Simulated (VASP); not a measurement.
The system is Ti.

```
Ti
1.0
     3.64603    0.00000    0.00000
    -1.82302    3.15756    0.00000
     0.00000    0.00000    6.01595
Ti
4
Direct
  0.33333 0.66667 0.43750
  0.66667 0.33333 0.93750
  0.66667 0.33333 0.56250
  0.33333 0.66667 0.06250
```

| Property | Result |
| --- | --- |
| Program | VASP 6.6.1 |
| Task | relaxation of cell and atoms |
| Functional | PBE |
| Potentials or basis | VASP PAW PBE potentials, release 64 (Ti_sv) |
| Cutoff | 600 eV |
| k mesh | 6 × 6 × 4 |
| Occupations | gaussian, width 0.1 eV |
| Spin | no spin polarisation |

At the start: pressure 15.0 GPa; volume 17.31 Å³/atom.

Where does the relaxation end?

Over 18 steps the energy falls by 1092.6 meV/atom and the volume is 23.51 Å³/atom (+35.8 %); space group P6_3/mmc (No. 194, to 0.1 Å) before, P6/mmm (No. 191, to 0.1 Å).

The path:
```tsv
step	energy change (eV)	largest force (eV/Å)	pressure (GPa)	volume (Å³)
1	0.0000	0.1141	14.95	69.26
2	-0.8279	0.4190	2.25	86.74
3	-0.8754	0.4483	0.30	91.78
4	-0.8780	0.4553	-0.25	93.41
5	-0.9967	1.0354	-0.64	93.94
6	-1.6521	1.8093	-2.11	95.28
7	-3.3637	1.6334	-3.32	96.63
8	-1.9749	4.7295	12.43	93.30
9	-3.6483	1.8441	-2.77	96.63
10	-4.3102	0.2709	0.22	95.64
11	-4.3212	0.6074	-0.56	95.87
12	-4.3226	0.4513	-0.22	95.76
13	-4.1967	1.1699	-0.29	96.20
14	-4.3389	0.0413	-0.26	95.87
15	-4.3629	0.0179	-0.86	95.17
16	-4.3673	0.0238	-0.74	95.38
17	-4.3699	0.0051	0.24	93.59
18	-4.3703	0.0023	-0.02	94.05
```

Final structure:
```yaml
crystal:
  lattice:
    - [4.73992, 0.00000, 0.00000]
    - [-2.36996, 4.10489, 0.00000]
    - [0.00000, 0.00000, 4.83377]
  atoms:
    - { symbol: Ti, position: [0.33333, 0.66667, 0.49998] }
    - { symbol: Ti, position: [0.66667, 0.33333, 0.99998] }
    - { symbol: Ti, position: [0.66667, 0.33333, 0.50002] }
    - { symbol: Ti, position: [0.33333, 0.66667, 0.00002] }
```

Caveat: the volume moved by over 15 % at a fixed basis, so the end points are rough.
